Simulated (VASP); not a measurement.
Here is a VASP 6.6.1 calculation.

Contents of INCAR:

```
SYSTEM = Si2W
PREC = Accurate
ENCUT = 400
EDIFF = 1E-8
ISMEAR = -1
SIGMA = 0.05
LREAL = .FALSE.
LASPH = .TRUE.
NELM = 120
ALGO = Normal
ISIF = 2
LWAVE = .FALSE.
LCHARG = .FALSE.
LEFG = .TRUE.
ISYM = 0
NBANDS = 18
GGA_COMPAT = .FALSE.
```

The input KPOINTS:

```
Automatic mesh
0
G
  11 11 14
  0 0 0
```

POSCAR

```
Si2W
1.0
   -1.6220600000      1.6220600000      3.9400000000
    1.6220600000     -1.6220600000      3.9400000000
    1.6220600000      1.6220600000     -3.9400000000
Si W
2 1
Direct
    0.3330000000      0.3330000000      0.0000000000
    0.6670000000      0.6670000000      0.0000000000
    0.0000000000      0.0000000000      0.0000000000
```

Potentials or basis: VASP PAW LDA potentials, release 64 (Si, W_sv).

Run with:

```sh
$ cat potpaw_LDA.64/Si/POTCAR potpaw_LDA.64/W_sv/POTCAR > POTCAR
$ mpirun -np 1 vasp_std > vasp.out
```

Q: What does it give for the largest force?

A: 0.352 eV/Å.

Q: Predict the band gap on the k mesh.

A: Zero (bands 11 and 12 overlap by 1.15 eV).

Q: Estimate the pressure.

A: -10.4 GPa.

Electric field gradients, principal values (V/Å²):
```csv
atom,least,middle,greatest (by size)
1 Si,5.294,5.438,-10.731
2 Si,5.294,5.438,-10.731
3 W,73.888,73.908,-147.796
```

Caveat: the cell differs from its parent crystal (equal xx and yy strain of +1 %); the cell stands under tension; without QUAD_EFG the Cq values of the log hold for a quadrupole moment of 1 mb, not for the nuclei; spin-orbit coupling is left out, which moves the levels of the heavy elements.
